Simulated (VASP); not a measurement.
# Na2S (Fm-3m) in VASP: a series of runs

The runs below take Na2S through relaxation of cell and atoms, with PBEsol.

Everything below comes from runs of VASP 6.6.1. Logs are shortened: lines on timing, memory, paths and dates and some standing lists are left out, and cuts for length are marked.

### Step 1. The cell of the first run

Symmetry: Fm-3m, No. 225, cubic system. Conventional cell: a = 6.501 Å, b = 6.501 Å, c = 6.501 Å, α = 90.00°, β = 90.00°, γ = 90.00°. Within 3.7 Å of Na (site symmetry -43m) lie 4 S at 2.82 Å and 6 Na at 3.25 Å. Within 3.7 Å of S (site symmetry m-3m) lie 8 Na at 2.82 Å.

### Step 2. Relaxation of cell and atoms, PBEsol, target pressure 4 GPa, at which the enthalpy is minimised

Input file INCAR:

```
PREC     = Accurate       # precision mode
ENCUT    = 500            # plane-wave cutoff, eV
EDIFF    = 1E-7           # SCF threshold, eV
ISMEAR   = 0              # smearing method
SIGMA    = 0.01           # smearing width, eV
LREAL    = F              # projectors in reciprocal space
LASPH    = T              # aspherical terms in the spheres
NELM     = 120            # most SCF steps
ALGO     = Normal         # electronic algorithm
ISIF     = 3              # what is computed and relaxed
LWAVE    = F              # write WAVECAR
LCHARG   = F              # write CHGCAR
GGA      = PS             # functional
IBRION   = 2              # ionic algorithm
NSW      = 100            # ionic steps
EDIFFG   = -0.002         # ionic threshold
PSTRESS  = 40.0         
GGA_COMPAT= F            
NELMIN   = 4
```

Input file KPOINTS:

```
Automatic mesh
0
Gamma
  6 6 6
```

Input file POSCAR:

```
Na2S
1.0
    3.2506226757      3.2506226757      0.0000000000
   -3.2506226757      3.2506226757      0.0000000000
    0.0000000000      3.2506226757      3.2506226757
Na S
2 1
Direct
    0.2500000000      0.7500000000      0.5000000000
    0.7500000000      0.2500000000      0.5000000000
    0.0000000000      0.0000000000      0.0000000000
```

Potentials or basis: VASP PAW PBE potentials, release 64 (Na_pv, S).

Started as:

```
$ cat potpaw_PBE.64/Na_pv/POTCAR potpaw_PBE.64/S/POTCAR > POTCAR
$ mpirun -np 1 vasp_std > vasp.out
```

OUTCAR:

```text
PREC = Accurate
   ENCUT = 500
   EDIFF = 1E-7
   ISMEAR = 0
   LREAL = F
   LASPH = T
   NELM = 120
   ISIF = 3
   GGA = PS
   IBRION = 2
   NSW = 100
   EDIFFG = -0.002
   PSTRESS = 40.0
   NELMIN = 4

 ion  position               nearest neighbor table
   1  0.250  0.750  0.500-
   2  0.750  0.250  0.500-
   3  0.000  0.000  0.000-

  LATTYP: Found a face centered cubic cell.
 ALAT       =     6.5012453514

  Lattice vectors:

 A1 = (   0.0000000000,   3.2506226757,   3.2506226757)
 A2 = (   3.2506226757,   0.0000000000,   3.2506226757)
 A3 = (   3.2506226757,   3.2506226757,   0.0000000000)

Analysis of symmetry for initial positions (statically):
=====================================================================
 Subroutine PRICEL returns:
 Original cell was already a primitive cell.

 Routine SETGRP: Setting up the symmetry group for a
 face centered cubic supercell.

 Subroutine GETGRP returns: Found 48 space group operations
 (whereof 48 operations were pure point group operations)
 out of a pool of 48 trial point group operations.

The static configuration has the point symmetry O_h .

Analysis of symmetry for dynamics (positions and initial velocities):
=====================================================================
 Subroutine PRICEL returns:
 Original cell was already a primitive cell.

 Routine SETGRP: Setting up the symmetry group for a
 face centered cubic supercell.

 Subroutine GETGRP returns: Found 48 space group operations
 (whereof 48 operations were pure point group operations)
 out of a pool of 48 trial point group operations.

The dynamic configuration has the point symmetry O_h .

 Subroutine INISYM returns: Found 48 space group operations
 (whereof 48 operations are pure point group operations),
 and found     1 'primitive' translations

----------------------------------------------------------------------------------------

                                     Primitive cell

  volume of cell :      68.6957

  direct lattice vectors                    reciprocal lattice vectors
     3.250622676  3.250622676  0.000000000     0.153816684  0.153816684 -0.153816684
    -3.250622676  3.250622676  0.000000000    -0.153816684  0.153816684 -0.153816684
     0.000000000  3.250622676  3.250622676     0.000000000  0.000000000  0.307633367

  length of vectors
     4.597074674  4.597074674  4.597074674     0.266418311  0.266418311  0.307633367

  position of ions in fractional coordinates (direct lattice)
     0.250000000  0.750000000  0.500000000
     0.750000000  0.250000000  0.500000000
     0.000000000  0.000000000  0.000000000

  ion indices of the primitive-cell ions
   primitive index   ion index
                 1           1
                 2           2
                 3           3

----------------------------------------------------------------------------------------

 KPOINTS: Automatic mesh

Automatic generation of k-mesh.
 Grid dimensions read from file:
 generate k-points for:    6    6    6

 Generating k-lattice:

  Cartesian coordinates                     Fractional coordinates (reciprocal lattice)
     0.025636114  0.025636114 -0.025636114     0.166666667  0.000000000  0.000000000
    -0.025636114  0.025636114 -0.025636114     0.000000000  0.166666667  0.000000000
     0.000000000  0.000000000  0.051272228     0.000000000  0.000000000  0.166666667

  Length of vectors
     0.044403052  0.044403052  0.051272228

  Shift w.r.t. Gamma in fractional coordinates (k-lattice)
     0.000000000  0.000000000  0.000000000

 Subroutine IBZKPT returns following result:
 ===========================================

 Found     16 irreducible k-points:

 Following reciprocal coordinates:
            Coordinates               Weight
  0.000000  0.000000  0.000000      1.000000
  0.166667  0.000000  0.000000      8.000000
  0.333333  0.000000  0.000000      8.000000
  0.500000  0.000000  0.000000      4.000000
  0.166667  0.166667  0.000000     12.000000
  0.333333  0.166667  0.000000     24.000000
[... 8 lines left out ...]
  0.500000  0.333333  0.166667     24.000000
  0.500000  0.500000  0.166667     12.000000
   k-points           NKPTS =     16   k-points in BZ     NKDIM =     16   number of bands    NBANDS=     14
   number of dos      NEDOS =    301   number of ions     NIONS =      3
   total plane-waves  NPLWV =  46656
   dimension x,y,z NGX =    36 NGY =   36 NGZ =   36
   dimension x,y,z NGXF=    72 NGYF=   72 NGZF=   72
   ions per type =               2   1
   NGX,Y,Z   is equivalent  to a cutoff of  13.02, 13.02, 13.02 a.u.
   NGXF,Y,Z  is equivalent  to a cutoff of  26.04, 26.04, 26.04 a.u.
 SYSTEM =  unknown system
   PREC   = accura    normal or accurate (medium, high low for compatibility)
   ISTART =      0    job   : 0-new  1-cont  2-samecut
   ICHARG =      2    charge: 1-file 2-atom 10-const
   ISPIN  =      1    spin polarized calculation?
   LNONCOLLINEAR =      F non collinear calculations
   LSORBIT =      F    spin-orbit coupling
   LASPH  =      T    aspherical Exc in radial PAW
   ENCUT  =  500.0 eV  36.75 Ry    6.06 a.u.   8.38  8.38  8.38*2*pi/ulx,y,z
   NELM   =    120;   NELMIN=  4; NELMDL= -5     # of ELM steps
   EDIFF  = 0.1E-06   stopping-criterion for ELM
   LREAL  =      F    real-space projection
   EDIFFG = -.2E-02   stopping-criterion for IOM
   NSW    =    100    number of steps for IOM
   IBRION =      2    ionic relax: 0-MD 1-quasi-New 2-CG
   NFREE  =      1    steps in history (QN), initial steepest desc. (CG)
   ISIF   =      3    stress and relaxation
   ISYM   =      2    0-nonsym 1-usesym 2-fastsym
   POTIM  = 0.5000    time-step for ionic-motion
   TEBEG  =    0.0;   TEEND  =   0.0 temperature during run
   PSTRESS=   40.0 pullay stress
   NELECT =      20.0000    total number of electrons
   NUPDOWN=      -1.0000    fix difference up-down
   EMIN   =  10.00;   EMAX   =-10.00  energy-range for DOS
   EFERMI =   0.00;   METHOD = LEGACY
   ISMEAR =     0;   SIGMA  =   0.01  broadening in eV -4-tet -1-fermi 0-gaus
   EFERMI_NEDOS =   21; number of points for ismear=-14 and -15
   IALGO  =     38    algorithm
   IMIX   =      4    mixing-type and parameters
     AMIX     =   0.40;   BMIX     =  1.00
     AMIX_MAG =   1.60;   BMIX_MAG =  1.00
  volume/ion in A,a.u.               =      22.90       154.53
  Fermi-wavevector in a.u.,A,eV,Ry     =   1.085030  2.050409 16.017994  1.177289
  Thomas-Fermi vector in A             =   2.221134
   LORBIT       =      0    0 simple, 1 ext, 2 COOP (PROOUT), +10 PAW based schemes
   GGA     = PS    functional components
   LHFCALC =     F    Hartree Fock is set to
   AEXX    =    0.0000 exact exchange contribution
   IVDW    =     0    specifies the selected vdW correction
   LEPSILON=     F    determine dielectric tensor
   LRPA    =     F    only Hartree local field effects (RPA)
 conjugate gradient relaxation of ions
 non-spin polarized calculation
 Gauss-broadening in eV      SIGMA  =   0.01
  energy-cutoff  :      500.00
  volume of cell :       68.70
 maximum number of plane-waves:      1807
 NGX is ok and might be reduce to    36
   NGX = 17   NGY = 17   NGZ = 17

--------------------------------------- Ionic step        1  -------------------------------------------

 number of electron      19.9999984 magnetization

 Free energy of the ion-electron system (eV)
  ---------------------------------------------------
  ext. energy  EPLUGINS =         0.00000000
  ---------------------------------------------------
  free energy    TOTEN  =       -10.37480999 eV

  energy without entropy =      -10.37480999  energy(sigma->0) =      -10.37480999

------------------------ aborting loop because EDIFF is reached ----------------------------------------

  FORCE on cell =-STRESS in cart. coord.  units (eV):
  Direction    XX          YY          ZZ          XY          YZ          ZX
  --------------------------------------------------------------------------------------
  -------------------------------------------------------------------------------------
  Total        0.0199938      0.0199938      0.0199938     -0.0000000     -0.0000000     -0.0000000
  in kB        0.4663119      0.4663119      0.4663119     -0.0000000     -0.0000000     -0.0000000
  external PRESSURE =     -39.5336881 kB  Pullay stress =      40.0000000 kB

 VOLUME and BASIS-vectors are now :
 -----------------------------------------------------------------------------
  energy-cutoff  :      500.00
  volume of cell :       68.70
      direct lattice vectors                 reciprocal lattice vectors
     3.250622676  3.250622676  0.000000000     0.153816684  0.153816684 -0.153816684
    -3.250622676  3.250622676  0.000000000    -0.153816684  0.153816684 -0.153816684
     0.000000000  3.250622676  3.250622676     0.000000000  0.000000000  0.307633367
[... 126 lines left out ...]
  FREE ENERGIE OF THE ION-ELECTRON SYSTEM (eV)
  ---------------------------------------------------
  free  energy   TOTEN  =       -10.2952028505 eV

  energy  without entropy=      -10.2952028505  energy(sigma->0) =      -10.29520285

  enthalpy is  TOTEN    =        -8.7514314918 eV   P V=        1.5437713587

--------------------------------------- Ionic step        5  -------------------------------------------

 number of electron      20.0000015 magnetization

 Free energy of the ion-electron system (eV)
  ---------------------------------------------------
  ext. energy  EPLUGINS =         0.00000000
  ---------------------------------------------------
  free energy    TOTEN  =       -10.29605469 eV

  energy without entropy =      -10.29605469  energy(sigma->0) =      -10.29605469

 E-fermi :   0.7301     XC(G=0):  -8.4350

 val. band max:        0.6771188371   @ k =   0.0000   0.0000   0.0000
 cond. band min:       3.4566147384   @ k =   0.0000   0.0000   0.0000
 fundamental gap:      2.7794959013
 Fermi energy:         0.7301214036

 k-point     1 :       0.0000    0.0000    0.0000
  band No.  band energies     occupation
      1     -21.1583      2.00000
      2     -21.1583      2.00000
      3     -21.1583      2.00000
      4     -21.0774      2.00000
      5     -21.0774      2.00000
      6     -21.0774      2.00000
      7      -9.6406      2.00000
      8       0.6771      2.00000
      9       0.6771      2.00000
     10       0.6771      2.00000
     11       3.4566      0.00000
     12       8.7606      0.00000
     13       8.7606      0.00000
     14       8.7606      0.00000

 k-point     2 :       0.1667    0.0000    0.0000
  band No.  band energies     occupation
      1     -21.1553      2.00000
      2     -21.1534      2.00000
      3     -21.1534      2.00000
      4     -21.0864      2.00000
      5     -21.0832      2.00000
      6     -21.0832      2.00000
      7      -9.5571      2.00000
      8       0.0094      2.00000
      9       0.6409      2.00000
     10       0.6409      2.00000
[... 262 lines left out ...]
 POSITION                                       TOTAL-FORCE (eV/Angst)
 -----------------------------------------------------------------------------------
     -1.56958      4.70875      1.56958        -0.000000      0.000000     -0.000000
      1.56958      4.70875      1.56958         0.000000     -0.000000      0.000000
     -0.00000      3.13917      3.13917        -0.000000     -0.000000      0.000000
 -----------------------------------------------------------------------------------
    total drift:                                0.000000      0.000000      0.000000

  FREE ENERGIE OF THE ION-ELECTRON SYSTEM (eV)
  ---------------------------------------------------
  free  energy   TOTEN  =       -10.2960546870 eV

  energy  without entropy=      -10.2960546870  energy(sigma->0) =      -10.29605469

  enthalpy is  TOTEN    =        -8.7514331046 eV   P V=        1.5446215824

 reached required accuracy - stopping structural energy minimisation
```

Run time: 34 s. Hardware: 1 thread of Intel Xeon Platinum 8559C (Emerald Rapids), shared host; peak memory 0.2 GiB.

Results:

| Item | Value |
| --- | --- |
| Free energy | -10.2961 eV |
| Relaxed volume | 20.62 Å³/atom |
| Relaxed cell | a = 4.439 Å, b = 4.439 Å, c = 4.439 Å, α = 60.00°, β = 60.00°, γ = 90.00° |
| Space group after relaxing (to 0.1 Å) | Fm-3m (No. 225) |
| Energy change on relaxing (the run minimises the enthalpy) | +26.3 meV/atom |
| Ionic steps | 5 |
| Pressure after relaxing | 4.0 GPa |
| Band gap on the k mesh | 2.78 eV |

The path:
```tsv
step	energy change (eV)	largest force (eV/Å)	pressure (GPa)	volume (Å³)
1	0.0000	0.0000	0.05	68.70
2	0.0490	0.0000	3.05	63.23
3	0.0764	0.0000	3.93	61.96
4	0.0796	0.0000	4.03	61.83
5	0.0788	0.0000	3.99	61.87
```

Final structure:
```
Na S
1.0
     3.13917    3.13917    0.00000
    -3.13917    3.13917    0.00000
     0.00000    3.13917    3.13917
Na S
2 1
Direct
  0.25000 0.75000 0.50000
  0.75000 0.25000 0.50000
  0.00000 0.00000 0.00000
```

Caveat: the cell is relaxed towards a set pressure, so the run minimises the enthalpy, not the energy; the PAW data sets were made with another functional, which shifts forces and pressure a little.

### Step 3. Relaxation of cell and atoms, PBEsol, target pressure 7 GPa, at which the enthalpy is minimised

Input file INCAR:

```
ALGO = Normal ; EDIFF = 1E-7
EDIFFG = -0.002 ; ENCUT = 500
GGA = PS ; GGA_COMPAT = False
IBRION = 2 ; ISIF = 3
ISMEAR = 0 ; LASPH = True
LCHARG = False ; LREAL = False
LWAVE = False ; NELM = 120
NELMIN = 4 ; NSW = 100
PREC = Accurate ; PSTRESS = 70.0
SIGMA = 0.01
```

Input file KPOINTS:

```
k-points
0
Gamma
  6 6 6
```

POSCAR is that of step 2.

Potentials or basis: VASP PAW PBE potentials, release 64 (Na_pv, S).

Started as:

```
$ cat potpaw_PBE.64/Na_pv/POTCAR potpaw_PBE.64/S/POTCAR > POTCAR
$ mpirun -np 1 vasp_std > vasp.out
```

It took 36 s on 1 thread of Intel Xeon Platinum 8559C (Emerald Rapids), shared host; peak memory 0.2 GiB.

The run converged. Its results:

```yaml
Free_energy: -10.1772 eV
Relaxed_volume: 19.45 Å³/atom
Relaxed_cell: a = 4.354 Å, b = 4.354 Å, c = 4.354 Å, α = 60.00°, β = 60.00°, γ = 90.00°
Space_group_after_relaxing_to_0.1_Å: Fm-3m (No. 225)
Energy_change_on_relaxing_the_run_minimises_the_enthalpy: +65.9 meV/atom
Ionic_steps: 6
Pressure_after_relaxing: 7.0 GPa
Band_gap_on_the_k_mesh: 3.00 eV
```

Step by step:
| step | energy change (eV) | largest force (eV/Å) | pressure (GPa) | volume (Å³) |
| --- | --- | --- | --- | --- |
| 1 | 0.0000 | 0.0000 | 0.05 | 68.70 |
| 2 | 0.1600 | 0.0000 | 6.16 | 59.28 |
| 3 | 0.1936 | 0.0000 | 6.90 | 58.46 |
| 4 | 0.2020 | 0.0000 | 7.12 | 58.26 |
| 5 | 0.1966 | 0.0000 | 6.98 | 58.39 |
| 6 | 0.1976 | 0.0000 | 7.01 | 58.36 |

Final structure:
```
Na S
1.0
     3.07870    3.07870    0.00000
    -3.07870    3.07870    0.00000
     0.00000    3.07870    3.07870
Na S
2 1
Cartesian
  -1.5394 4.6181 1.5394
  1.5394 4.6181 1.5394
  3.0787 3.0787 0.0000
```

Levels at points of the mesh, in eV from the valence-band top:
```tsv
k point	band 7	band 8	band 9	band 10	band 11	band 12	band 13	band 14
(0.00, 0.00, 0.00)	-10.42	0.00	0.00	0.00	3.00	8.29	8.29	8.29
(0.50, 0.00, 0.00)	-10.01	-2.01	-0.14	-0.14	5.48	7.04	7.45	7.45
(0.50, 0.50, 0.00)	-9.89	-1.78	-0.53	-0.53	3.74	6.48	9.94	10.88
```

Caveat: the cell is relaxed towards a set pressure, so the run minimises the enthalpy, not the energy; the volume moved by over 15 % at a fixed basis, so the end points are rough; the PAW data sets were made with another functional, which shifts forces and pressure a little.
